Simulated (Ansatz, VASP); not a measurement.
## One calculation of In2S, two programs

Contents of INCAR:

```
PREC = Accurate ; ENCUT = 600
EDIFF = 1E-6 ; ISMEAR = 0
SIGMA = 0.1 ; LREAL = F
LASPH = T ; NELM = 100
ALGO = Normal ; ISIF = 3
LWAVE = F ; LCHARG = F
GGA = PE ; IBRION = 2
NSW = 100 ; EDIFFG = -0.01
```

KPOINTS

```
Automatic mesh
0
Gamma
  12 12 8
```

The input POSCAR:

```
In2S
1.0
    3.9430601000      0.0000000000      0.0000000000
    0.0000000000      3.9430601000      0.0000000000
    0.0000000000      0.0000000000      5.4349541000
In S
2 1
Direct
    0.5000000000      0.0000000000      0.6611510000
    0.0000000000      0.5000000000      0.3388490000
    0.0000000000      0.0000000000      0.0000000000
```

Input for Ansatz:

```yaml
crystal:
  lattice:
    - [3.9430601, 0.0, 0.0]
    - [0.0, 3.9430601, 0.0]
    - [0.0, 0.0, 5.4349541]
  atoms:
    - { symbol: In, position: [0.5, 0.0, 0.661151] }
    - { symbol: In, position: [0.0, 0.5, 0.338849] }
    - { symbol: S, position: [0.0, 0.0, 0.0] }
basis:
  ecutwfc: 420
kpoints:
  mp_grid: { grid: [12, 12, 8] }
hamiltonian:
  xc: pbe
scf:
  occupations: { method: gaussian, width: 0.1 }
output:
  forces: true
  stress: true
  eigenvalues: true
relax:
  adjacent_minimum: "off"
  f_tol: 0.01
  max_steps: 80
  cell: { stress_tol: 0.05 }
```

Change from the starting cell: relaxed end of: ordered vacancies on the anion sites of zinc blende (P-4m2, No. 115).

Alike in both runs: task relaxation of cell and atoms; functional PBE; k mesh 12 × 12 × 8; occupations gaussian, width 0.1 eV; no spin polarisation.

```csv
,VASP,Ansatz
version,VASP 6.6.1,Ansatz 0.2.0
potentials or method,"VASP PAW PBE potentials, release 64 (In_d, S), cutoff 600 eV","scalar-relativistic, plane waves, PAW"
valence electrons in the cell,32,32
```

|  | VASP | Ansatz | Ansatz less VASP |
| --- | --- | --- | --- |
| gap on the k mesh at the Fermi level, each at its own relaxed structure (eV) | none | none | - |
| relaxed volume (Å³/atom) | 28.20 | 28.24 | +0.037 |
| relaxed cell length with the largest relative difference (Å) | 5.438 | 5.442 | +0.0044 |

A gap of «none» marks a metal or a gap that the smearing closes.
